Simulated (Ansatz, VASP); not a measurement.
Ga4SeS: VASP beside Ansatz

```
Ga Se S
1.0
     4.38707    0.00000    0.00000
     0.00000    4.38707    0.00000
     0.00000    0.00000    7.78270
Ga Se S
4 1 1
Direct
  0.50000 0.50000 0.74061
  0.50000 0.50000 0.25939
  0.50000 0.00000 0.50000
  0.00000 0.50000 0.50000
  0.50000 0.50000 0.50000
  0.50000 0.50000 0.00000
```

Alike in both runs: task single point; functional PBE; k mesh 4 × 4 × 2; occupations gaussian, width 0.1 eV; no spin polarisation.

```csv
,VASP,Ansatz
version,VASP 6.6.1,Ansatz 0.2.0
potentials or method,"VASP PAW PBE potentials, release 64 (Ga_d, Se, S), cutoff 520 eV","scalar-relativistic, plane waves, PAW"
valence electrons in the cell,64,74
```

|  | VASP | Ansatz | Ansatz less VASP |
| --- | --- | --- | --- |
| gap on the k mesh at the Fermi level (eV) | none | none | - |
| rms of the force components (eV/Å) | 3.684 | 3.573 | -0.1117 |

Atom by atom the forces differ by 0.112 eV/Å (rms over components). A gap of «none» marks a metal or a gap that the smearing closes. With one functional, cell and mesh, what is left measures potentials, basis and numerics. VASP's potentials hold 64 valence electrons a cell and Ansatz's 74, so a difference there can come from the potentials and not from the codes.

The k mesh is coarse, so the values compare programs but aren't converged.
